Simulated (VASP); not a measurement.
Write the native input for VASP 6.6.1 that does the following.

```yaml
Task: single point
Functional: PBE
Dispersion: D3(BJ)
Potentials_or_basis: VASP PAW PBE potentials, release 64 (P)
Cutoff: 520 eV
k_mesh: 6 × 6 × 4
Occupations: gaussian, width 0.1 eV
Spin: no spin polarisation
Dipole_correction: no
Further_INCAR_settings: ALGO = Normal; EDIFF = 1e-06; NBANDS = 18
```

The structure of P lies in POSCAR:

```
P
1.0
    1.6702700554     -5.0727827952      0.0000000000
    1.6702700554      5.0727827952      0.0000000000
    0.0000000000      0.0000000000      4.1414665379
P
4
Direct
    0.1069029486      0.8930970514      0.9288511678
    0.6069029486      0.3930970514      0.5711488322
    0.8930970514      0.1069029486      0.0711488322
    0.3930970514      0.6069029486      0.4288511678
```

One way to write it, as run:

INCAR

```
SYSTEM = P
PREC = Accurate
ENCUT = 520
EDIFF = 1E-6
ISMEAR = 0
SIGMA = 0.1
LREAL = .FALSE.
LASPH = .TRUE.
NELM = 60
ALGO = Normal
ISIF = 2
LWAVE = .FALSE.
LCHARG = .FALSE.
GGA = PE
IVDW = 12
NBANDS = 18
```

KPOINTS

```
Automatic mesh
0
G
  6 6 4
  0 0 0
```

Potentials or basis: VASP PAW PBE potentials, release 64 (P).

Run with:

```console
$ cat potpaw_PBE.64/P/POTCAR > POTCAR
$ mpirun -np 1 vasp_std > vasp.out
```

Results of the run:

```yaml
Pressure: -0.5 GPa
Largest_force: 0.059 eV/Å
Band_gap_on_the_k_mesh: zero (band 10 reaches 7.50 eV, above the bottom of band 11 at 7.46 eV)
Dispersion_energy_per_atom: -0.400 eV
```

Caveat: the k points lie up to 0.38 Å⁻¹ apart; pairwise dispersion overbinds metals, which lowers pressure and volume.

Wall time 44 s on 1 thread of Intel(R) Xeon(R) Platinum 8488C (Sapphire Rapids), on a shared host, peak memory 0.22 GiB.
